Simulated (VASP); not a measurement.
Write the native input for VASP 6.6.1 that does the following.

```
Task                   : single point
Functional             : PBE
Dispersion             : D3(BJ)
Potentials or basis    : VASP PAW PBE potentials, release 64 (Si, C)
Cutoff                 : 520 eV
k mesh                 : 12 × 12 × 1
Occupations            : gaussian, width 0.03 eV
Spin                   : no spin polarisation
Dipole correction      : yes
Further INCAR settings : ALGO = Normal; EDIFF = 1e-06; NBANDS = 11; NELMDL = -8
```

The structure of SiC lies in POSCAR:

```
SiC
1.0
    3.0912745570      0.0000000000      0.0000000000
   -1.5456372785      2.6771222964      0.0000000000
    0.0000000000      0.0000000000     23.8000000000
Si C
1 1
Direct
    0.3333333333      0.6666666667      0.2941176471
    0.6666666667      0.3333333333      0.2941176471
```

The input as run:

INCAR

```
SYSTEM = SiC
  ALGO = Normal
  DIPOL = 0.5 0.5 0.294
  EDIFF = 1E-6
  ENCUT = 520
  GGA = PE
  GGA_COMPAT = .False.
  IDIPOL = 3
  ISIF = 2
  ISMEAR = 0
  IVDW = 12
  LASPH = .True.
  LCHARG = .False.
  LDIPOL = .True.
  LREAL = .False.
  LWAVE = .False.
  NBANDS = 11
  NELM = 120
  NELMDL = -8
  PREC = Accurate
  SIGMA = 0.03
```

KPOINTS

```
k-points
0
Gamma
  12 12 1
  0 0 0
```

Potentials or basis: VASP PAW PBE potentials, release 64 (Si, C).

The run is started by

```sh
$ cat potpaw_PBE.64/Si/POTCAR potpaw_PBE.64/C/POTCAR > POTCAR
$ mpirun -np 1 vasp_std > vasp.out
```

Results of the run:

| Property | Result |
| --- | --- |
| Band gap on the k mesh | 2.55 eV (least direct gap 2.57 eV) |
| Dispersion energy per atom | -0.122 eV |

It took 84 s on 1 thread of Intel Xeon 8259CL, with other jobs on the host, peak memory 0.32 GiB.
